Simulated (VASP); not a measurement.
Set up this calculation in VASP 6.6.1, as the native input.

```
Task                   : single point
Functional             : PBE
Potentials or basis    : VASP PAW PBE potentials, release 64 (Eu, S)
Cutoff                 : 600 eV
k mesh                 : 10 × 10 × 10
Occupations            : fermi-dirac, width 0.08 eV
Spin                   : collinear spin, ferromagnetic start
Starting moments       : [7.0, 0.0] μB
Dipole correction      : no
Further INCAR settings : ALGO = Normal; EDIFF = 1e-06; NBANDS = 22
```

The structure of EuS (rocksalt type) lies in POSCAR:

```
EuS
1.0
    0.0000000000      2.9242242605      2.9242242605
    2.9242242605      0.0000000000      2.9242242605
    2.9242242605      2.9242242605      0.0000000000
Eu S
1 1
Direct
    0.0000000000      0.0000000000      0.0000000000
    0.5000000000      0.5000000000      0.5000000000
```

The input as run:

INCAR

```
ALGO = Normal
EDIFF = 1E-6
ENCUT = 600
GGA = PE
GGA_COMPAT = False
ISIF = 2
ISMEAR = -1
ISPIN = 2
LASPH = True
LCHARG = False
LMAXMIX = 6
LORBIT = 11
LREAL = False
LWAVE = False
MAGMOM = 7 0
NBANDS = 22
NELM = 200
PREC = Accurate
SIGMA = 0.08
```

KPOINTS

```
k-points
0
Gamma
  10 10 10
```

Potentials or basis: VASP PAW PBE potentials, release 64 (Eu, S).

Launch:

```sh
$ cat potpaw_PBE.64/Eu/POTCAR potpaw_PBE.64/S/POTCAR > POTCAR
$ mpirun -np 1 vasp_std > vasp.out
```

It gave:

```
Pressure                                              : -0.2 GPa
Net moment                                            : 6.94 μB per cell
Site moments                                          : Eu +6.56; S -0.07 μB
Valence electrons inside the program's atomic spheres : Eu 14.75; S 3.76
```

Caveat: a cell with one magnetic atom can't hold antiferromagnetic order, which such compounds often take.

Wall time 8.7 min on 1 thread of Oxide Virtual Turin-like Processor, with other jobs on the host, peak memory 0.28 GiB.
